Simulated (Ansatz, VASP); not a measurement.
## One calculation of Sn2TeO2, two programs

```xyz
5
Lattice="4.4669 0.0000 0.0000 -2.2335 3.8685 0.0000 0.0000 0.0000 7.4872" Properties=species:S:1:pos:R:3 pbc="T T T"
Sn    0.0000    2.5790    1.9467
Sn    2.2335    1.2895    5.5405
Te    0.0000    0.0000    0.0000
O     0.0000    2.5790    4.6421
O     2.2335    1.2895    2.8451
```

Change from the starting cell: species swapped into the EuMn2Sb2 type (P-3m1, No. 164).

Alike in both runs: task relaxation of cell and atoms; functional PBE; k mesh 6 × 6 × 2; occupations gaussian, width 0.1 eV; no spin polarisation.

|  | VASP | Ansatz |
| --- | --- | --- |
| version | VASP 6.6.1 | Ansatz 0.2.0 |
| potentials or method | VASP PAW PBE potentials, release 64 (Sn_d, Te, O), cutoff 600 eV | scalar-relativistic, plane waves, PAW |
| valence electrons in the cell | 46 | 56 |

|  | VASP | Ansatz | Ansatz less VASP |
| --- | --- | --- | --- |
| gap on the k mesh at the Fermi level, each at its own relaxed structure (eV) | none | none | - |
| relaxed volume (Å³/atom) | 19.50 | 19.56 | +0.053 |
| relaxed cell length with the largest relative difference (Å) | 6.618 | 6.774 | +0.1558 |

A gap of «none» marks a metal or a gap that the smearing closes. VASP's potentials hold 46 valence electrons a cell and Ansatz's 56, so a difference there can come from the potentials and not from the codes.

The k mesh is coarse, so the values compare programs but aren't converged. Spin-orbit coupling is off throughout. Noted on VASP's run: the volume moved by over 15 % at a fixed basis, so the end points are rough.
